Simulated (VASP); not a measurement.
Input of a VASP 6.6.1 run:

File INCAR:

```
SYSTEM = SiMo5
  ALGO = Normal
  EDIFF = 1E-6
  ENCUT = 500
  GGA = PE
  GGA_COMPAT = .FALSE.
  ISIF = 2
  ISMEAR = 0
  LASPH = .TRUE.
  LCHARG = .TRUE.
  LELF = .TRUE.
  LREAL = .FALSE.
  LVHAR = .TRUE.
  LWAVE = .FALSE.
  NBANDS = 46
  NELM = 120
  PREC = Accurate
  SIGMA = 0.1
```

Contents of KPOINTS:

```
k-points
0
G
  12 12 6
  0 0 0
```

Contents of POSCAR:

```
SiMo5
1.0
    4.4706496841      0.0000000000      0.0000000000
   -2.2353248420      3.8716961978      0.0000000000
    0.0000000000      0.0000000000      5.4185902407
Si Mo
1 5
Direct
    0.0000000000      0.0000000000      0.0000000000
    0.6666666667      0.3333333333      0.8305204894
    0.3333333333      0.6666666667      0.6714491657
    0.3333333333      0.6666666667      0.1694795106
    0.6666666667      0.3333333333      0.3285508343
    0.0000000000      0.0000000000      0.5000000000
```

Potentials or basis: VASP PAW PBE potentials, release 64 (Si, Mo_sv).

The run is started by

```sh
$ cat potpaw_PBE.64/Si/POTCAR potpaw_PBE.64/Mo_sv/POTCAR > POTCAR
$ mpirun -np 1 vasp_std > vasp.out
```

Task: Estimate the largest force.

Result: 0.004 eV/Å.

Task: What does it give for the band gap on the k mesh?

Result: Zero (bands 37 and 38 overlap by 1.05 eV).

Task: What does it give for the pressure?

Result: -6.4 GPa.

Forces on the atoms (eV/Å):
```
Si   0.000  0.000  0.000
Mo   0.000  0.000  0.003
Mo   0.000  0.000 -0.004
Mo   0.000  0.000 -0.003
Mo   0.000  0.000  0.004
Mo   0.000  0.000  0.000
```

Caveat: the cell stands under tension.
